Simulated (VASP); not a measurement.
Runs of VASP 6.6.1 on SnO2. The structure is that of space group P4_2/mnm (No. 136), or close to it. The cells are those of the table. 

```tsv
cell	gap on the mesh (eV)	pressure (GPa)	largest force (eV/Å)
a = 4.617, b = 4.617, c = 3.201 Å, 6 atoms	2.47	15.3	0.04
a = 4.832, b = 4.832, c = 3.201 Å, 6 atoms	(c)	-4.5	0.05
a = 4.689, b = 4.689, c = 3.201 Å, 6 atoms	(b)	7.6	0.06
a = 4.475, b = 4.475, c = 3.201 Å, 6 atoms	3.23	34.7	0.20
a = 4.546, b = 4.546, c = 3.201 Å, 6 atoms	2.84	(a)	0.05
```

Alike in all rows: task single point; level r2SCAN; potentials or basis VASP PAW PBE potentials, release 64 (Sn_d, O); no spin polarisation; k mesh 6 × 6 × 8; cutoff (eV) 520; smearing gaussian 0.05 eV.

Q: Fill in the values left out.

A: (a) 24.3; (b) 2.12; (c) 1.49.

Caveats: the PAW data sets were made with another functional, which shifts forces and pressure a little; spin-orbit coupling is left out, which moves the levels of the heavy elements; the cell stands under pressure (at least some runs); the cell stands under tension (at least some runs).

A k mesh can miss the band edges, and the runs leave out spin-orbit coupling on Sn.
